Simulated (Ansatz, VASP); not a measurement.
BeS: VASP beside Ansatz

File INCAR:

```
SYSTEM = BeS
ALGO = Normal
EDIFF = 1E-7
ENCUT = 520
ISIF = 2
ISMEAR = 0
LASPH = .TRUE.
LCHARG = .FALSE.
LREAL = .FALSE.
LWAVE = .FALSE.
NBANDS = 11
NELM = 100
PREC = Accurate
SIGMA = 0.01
```

Contents of KPOINTS:

```
k-points
0
G
  10 10 10
  0 0 0
```

Contents of POSCAR:

```
BeS
1.0
    0.0000000000      2.4343066371      2.4343066371
    2.4343066371      0.0000000000      2.4343066371
    2.4343066371      2.4343066371      0.0000000000
Be S
1 1
Direct
    0.0000000000      0.0000000000      0.0000000000
    0.2500000000      0.2500000000      0.2500000000
```

Input for Ansatz:

```yaml
crystal:
  lattice:
    - [0.0, 2.4343066371, 2.4343066371]
    - [2.4343066371, 0.0, 2.4343066371]
    - [2.4343066371, 2.4343066371, 0.0]
  atoms:
    - { symbol: Be, position: [0.0, 0.0, 0.0] }
    - { symbol: S, position: [0.25, 0.25, 0.25] }
kpoints:
  mp_grid: { grid: [10, 10, 10] }
  band_path:
    path:
      - [0.0, 0.0, 0.0]
      - [-0.5, -0.5, 0.0]
      - [-0.375, -0.375, 0.25]
      - [-0.375, 0.0, 0.375]
      - [0.0, 0.0, 0.5]
      - [-0.5, -0.25, 0.25]
      - [-0.0375, 0.0, 0.0375]
    npoints: 1
hamiltonian:
  xc: lda
scf:
  occupations: { method: fixed }
  n_extra_bands: 4
output:
  forces: true
  stress: true
  eigenvalues: true
  write_density: true
  write_potential: true
  elf: true
  volumetric_format: npy
```

Alike in both runs: task single point; functional LDA; k mesh 10 × 10 × 10; no spin polarisation.

|  | VASP | Ansatz |
| --- | --- | --- |
| version | VASP 6.6.1 | Ansatz 0.2.0 |
| potentials or method | VASP PAW LDA potentials, release 64 (Be, S) | plane waves, PAW |
| plane-wave cutoff (eV) | 520 | 420 |
| occupations | gaussian, width 0.01 eV | fixed |
| valence electrons in the cell | 8 | 8 |

Ansatz gave:

```
gap on the k mesh at the Fermi level (eV) : 2.92
pressure (GPa)                            : -4.2
```

Q: What did VASP give for the same quantities?

A: gap on the k mesh at the Fermi level (eV): 2.93; pressure (GPa): -4.2.

LDA's correlation is that of Perdew and Zunger in VASP and of Perdew and Wang (1992) in Ansatz.
